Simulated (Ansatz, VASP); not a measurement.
**Two plane-wave programs on HgTe**

```
CELL_PARAMETERS angstrom
0.00000 3.15770 3.15770
3.15770 0.00000 3.15770
3.15770 3.15770 0.00000
ATOMIC_POSITIONS crystal
Hg 0.00000 0.00000 0.00000
Te 0.25000 0.25000 0.25000
```

Change from the starting cell: volume scaled by 0.94, ions relaxed.

Alike in both runs: functional PBE; k mesh 13 × 13 × 13; occupations fermi-dirac, width 0.05 eV; no spin polarisation.

Ansatz relaxed the structure, and its values are those at the end. VASP's run is a single point on that final structure, the one shown.

|  | VASP | Ansatz |
| --- | --- | --- |
| version | VASP 6.6.1 | Ansatz 0.2.0 |
| potentials or method | VASP PAW PBE potentials, release 64 (Hg, Te) | plane-wave PAW, scalar-relativistic |
| plane-wave cutoff (eV) | 520 | 420 |
| valence electrons in the cell | 18 | 36 |

|  | VASP | Ansatz | Ansatz less VASP |
| --- | --- | --- | --- |
| pressure (GPa) | 8.0 | 7.9 | -0.11 |

VASP's potentials hold 18 valence electrons a cell and Ansatz's 36, so a difference there can come from the potentials and not from the codes. Ansatz's warnings: stress scf threshold loose.

Spin-orbit coupling is off throughout.
